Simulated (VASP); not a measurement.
Wanted: the native input for a VASP 6.6.1 run.

* Task: single point
* Functional: PBE
* Potentials or basis: VASP PAW PBE potentials, release 64 (In_d, Ga_d, P)
* Cutoff: 520 eV
* k mesh: 4 × 4 × 1
* Occupations: gaussian, width 0.1 eV
* Spin: no spin polarisation
* Dipole correction: no
* Further INCAR settings: ALGO = Normal; EDIFF = 1e-07; NBANDS = 66

The structure of InGa5P6 lies in POSCAR:

```
InGa5P6
1.0
    3.8305040100      0.0000000000      0.0000000000
    0.0000000000      3.8305040100      0.0000000000
    0.0000000000      0.0000000000     16.2514521700
In Ga P
1 5 6
Direct
    0.5000000000      0.5000000000      0.5000000000
    0.0000000000      0.0000000000      0.6666666700
    0.0000000000      0.0000000000      0.3333333300
    0.5000000000      0.5000000000      0.1666666700
    0.0000000000      0.0000000000      0.0000000000
    0.5000000000      0.5000000000      0.8333333300
    0.5000000000      0.0000000000      0.4166666700
    0.0000000000      0.5000000000      0.2500000000
    0.5000000000      0.0000000000      0.0833333300
    0.0000000000      0.5000000000      0.9166666700
    0.5000000000      0.0000000000      0.7500000000
    0.0000000000      0.5000000000      0.5833333300
```

One way to write it, as run:

INCAR

```
SYSTEM = InGa5P6
PREC = Accurate
ENCUT = 520
EDIFF = 1E-7
ISMEAR = 0
SIGMA = 0.1
LREAL = .False.
LASPH = .True.
NELM = 100
ALGO = Normal
ISIF = 2
LWAVE = .False.
LCHARG = .False.
GGA = PE
NBANDS = 66
```

KPOINTS

```
Automatic mesh
0
Gamma
  4 4 1
  0 0 0
```

Potentials or basis: VASP PAW PBE potentials, release 64 (In_d, Ga_d, P).

Launch:

```sh
$ cat potpaw_PBE.64/In_d/POTCAR potpaw_PBE.64/Ga_d/POTCAR potpaw_PBE.64/P/POTCAR > POTCAR
$ mpirun -np 1 vasp_std > vasp.out
```

It gave:

* Pressure: 9.0 GPa
* Largest force: 2.303 eV/Å
* Band gap on the k mesh: 1.53 eV, direct

Caveat: spin-orbit coupling is left out, which moves the levels of the heavy elements; forces of over 1 eV/Å act on the atoms, so gaps and moduli don't describe the material at rest.

Wall time 2.1 min on 1 thread of Intel Xeon 6975P-C, on a shared host, peak memory 0.34 GiB.
